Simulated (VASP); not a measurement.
Here is a VASP 6.6.1 calculation.

The input INCAR:

```
SYSTEM = ZnAg
  PREC = Accurate
  ENCUT = 520
  EDIFF = 1E-7
  ISMEAR = 0
  SIGMA = 0.15
  LREAL = .FALSE.
  LASPH = .TRUE.
  NELM = 100
  ALGO = Fast
  ISIF = 2
  LWAVE = .FALSE.
  LCHARG = .FALSE.
  GGA = PS
  NBANDS = 18
```

KPOINTS

```
Automatic mesh
0
G
  16 16 16
  0 0 0
```

POSCAR

```
ZnAg
1.0
    3.3135923612     -0.6627184722     -0.6627184722
   -0.6627184722      3.3135923612     -0.6627184722
   -0.6627184722     -0.6627184722      3.3135923612
Zn Ag
1 1
Direct
    0.5000000000      0.5000000000      0.5000000000
    0.0000000000      0.0000000000      0.0000000000
```

Potentials or basis: VASP PAW PBE potentials, release 64 (Zn, Ag).

Launch:

```sh
$ cat potpaw_PBE.64/Zn/POTCAR potpaw_PBE.64/Ag/POTCAR > POTCAR
$ mpirun -np 1 vasp_std > vasp.out
```

(1) What does it give for the pressure?

## Answers

(1) 150.3 GPa.

Caveat: the PAW data sets were made with another functional, which shifts forces and pressure a little.
